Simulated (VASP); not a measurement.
Set up this calculation in VASP 6.6.1, as the native input.

| Item | Value |
| --- | --- |
| Task | single point |
| Functional | PBE |
| Potentials or basis | VASP PAW PBE potentials, release 64 (Ni) |
| Cutoff | 520 eV |
| k mesh | 12 × 12 × 12 |
| Occupations | fermi-dirac, width 0.1 eV |
| Spin | collinear spin, ferromagnetic start |
| Starting moments | [1.69] μB |
| Fixed moment | 1.69 μB |
| Dipole correction | no |
| Further INCAR settings | ALGO = Normal; EDIFF = 1e-06; NBANDS = 15 |

The structure of Ni lies in POSCAR:

```
Ni
1.0
    0.0000000000      1.7668500000      1.7668500000
    1.7668500000      0.0000000000      1.7668500000
    1.7668500000      1.7668500000      0.0000000000
Ni
1
Direct
    0.0000000000      0.0000000000      0.0000000000
```

These files were run (other wordings do the same):

INCAR

```
PREC = Accurate
ENCUT = 520
EDIFF = 1E-6
ISMEAR = -1
SIGMA = 0.1
LREAL = F
LASPH = T
NELM = 150
ALGO = Normal
ISIF = 2
LWAVE = F
LCHARG = F
ISPIN = 2
MAGMOM = 1.69
LORBIT = 11
NUPDOWN = 1.69
LMAXMIX = 4
GGA = PE
NBANDS = 15
```

KPOINTS

```
Automatic mesh
0
Gamma
  12 12 12
```

Potentials or basis: VASP PAW PBE potentials, release 64 (Ni).

Command:

```bash
$ cat potpaw_PBE.64/Ni/POTCAR > POTCAR
$ mpirun -np 1 vasp_std > vasp.out
```

Results of the run:

```json
{
 "Pressure": "13.7 GPa",
 "Net moment": "1.69 μB per cell",
 "Site moments": "Ni +1.60 μB",
 "Valence electrons inside the program's atomic spheres": "Ni 9.24"
}
```

Caveat: the total moment is fixed, so each spin has its own Fermi level.

Wall time 22 s on 1 thread of Intel(R) Xeon(R) Platinum 8259CL CPU @ 2.50GHz (Skylake/Cascade Lake), with other jobs on the host, peak memory 0.14 GiB.
